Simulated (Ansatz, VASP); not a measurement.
Two plane-wave programs on KBr

INCAR

```
ALGO = Normal ; EDIFF = 1E-6
ENCUT = 500 ; GGA = RE
GGA_COMPAT = F ; ISIF = 2
ISMEAR = 1 ; LASPH = T
LCHARG = F ; LREAL = F
LWAVE = F ; NBANDS = 15
NELM = 120 ; PREC = Accurate
SIGMA = 0.02
```

The input KPOINTS:

```
k-points
0
Gamma
  4 4 4
```

POSCAR

```
KBr
1.0
    4.1421595963      0.0000000000      0.0000000000
    0.0000000000      4.1421595963      0.0000000000
    0.0000000000      0.0000000000      4.1421595963
K Br
1 1
Direct
    0.0000000000      0.0000000000      0.0000000000
    0.5000000000      0.5000000000      0.5000000000
```

Input for Ansatz:

```yaml
crystal:
  lattice:
    - [4.1421595962524975, 0.0, 0.0]
    - [0.0, 4.1421595962524975, 0.0]
    - [0.0, 0.0, 4.1421595962524975]
  atoms:
    - { symbol: K, position: [0.0, 0.0, 0.0] }
    - { symbol: Br, position: [0.5, 0.5, 0.5] }
basis:
  ecutwfc: 530.0
  ecutrho_ratio: 8
kpoints:
  mp_grid:
    grid: [4, 4, 4]
hamiltonian:
  xc: revpbe
  pseudopotentials:
    kind: paw
scf:
  max_iter: 80
  n_extra_bands: 16
  occupations:
    method: methfessel_paxton
    width: 0.02
output:
  stress: true
```

Alike in both runs: task single point; functional revPBE; k mesh 4 × 4 × 4; occupations methfessel-paxton of order 1, width 0.02 eV; no spin polarisation.

```csv
,VASP,Ansatz
version,VASP 6.6.1,Ansatz 0.2.0
potentials or method,"VASP PAW PBE potentials, release 64 (K_sv, Br), cutoff 500 eV","plane waves, PAW"
valence electrons in the cell,16,16
```

VASP gave:

```
pressure (GPa) : 0.2
```

Q: What did Ansatz give for the same quantities?

A: Pressure (GPa): 0.1.

VASP's potentials were made for PBE, not for revPBE. With one functional, cell and mesh, what is left measures potentials, basis and numerics.
